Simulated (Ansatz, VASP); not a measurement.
**Two plane-wave programs on Na**

```
Na
1.0
    -2.22337    2.22337    2.01162
     2.22337   -2.22337    2.01162
     2.22337    2.22337   -2.01162
Na
1
Cartesian
  0.0000 0.0000 0.0000
```

Change from the starting cell: strain +0.050 along x and y, -0.050 along z, atoms carried along.

Alike in both runs: task single point; functional PBE; k mesh 16 × 16 × 16; occupations gaussian, width 0.15 eV; no spin polarisation.

|  | VASP | Ansatz |
| --- | --- | --- |
| version | VASP 6.6.1 | Ansatz 0.2.0 |
| potentials or method | VASP PAW PBE potentials, release 64 (Na_pv), cutoff 520 eV | scalar-relativistic, plane waves, PAW |
| valence electrons in the cell | 7 | 9 |

```csv
,VASP,Ansatz,Ansatz less VASP
gap on the k mesh at the Fermi level (eV),none,none,-
pressure (GPa),-0.6,-0.5,+0.09
"traceless stress, the component that is largest in VASP (GPa)",0.16,0.16,0.000
```

A gap of «none» marks a metal or a gap that the smearing closes. VASP's potentials hold 7 valence electrons a cell and Ansatz's 9, so a difference there can come from the potentials and not from the codes.
